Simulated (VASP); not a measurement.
Input of a VASP 6.6.1 run:

File INCAR:

```
SYSTEM = InRu2
PREC = Accurate
ENCUT = 520
EDIFF = 1E-6
ISMEAR = 0
SIGMA = 0.1
LREAL = .FALSE.
LASPH = .TRUE.
NELM = 80
ALGO = Fast
ISIF = 2
LWAVE = .FALSE.
LCHARG = .TRUE.
GGA = PE
LELF = .TRUE.
LVHAR = .TRUE.
NBANDS = 28
```

File KPOINTS:

```
regular mesh
0
G
  16 16 8
  0 0 0
```

File POSCAR:

```
InRu2
1.0
    2.8229485169      0.0000000000      0.0000000000
    0.0000000000      2.8229485169      0.0000000000
    0.0000000000      0.0000000000      6.5141289413
In Ru
1 2
Direct
    0.0000000000      0.0000000000      0.0000000000
    0.5000000000      0.5000000000      0.3272643379
    0.5000000000      0.5000000000      0.6727356621
```

Potentials or basis: VASP PAW PBE potentials, release 64 (In_d, Ru_pv).

Command:

```sh
$ cat potpaw_PBE.64/In_d/POTCAR potpaw_PBE.64/Ru_pv/POTCAR > POTCAR
$ mpirun -np 1 vasp_std > vasp.out
```

Q: Predict the pressure.

A: 0.2 GPa.

Q: Predict the largest force.

A: 0.088 eV/Å.

Forces in eV/Å, atoms in the order of the input:
```
In   0.000  0.000  0.000
Ru   0.000  0.000 -0.088
Ru   0.000  0.000  0.088
```
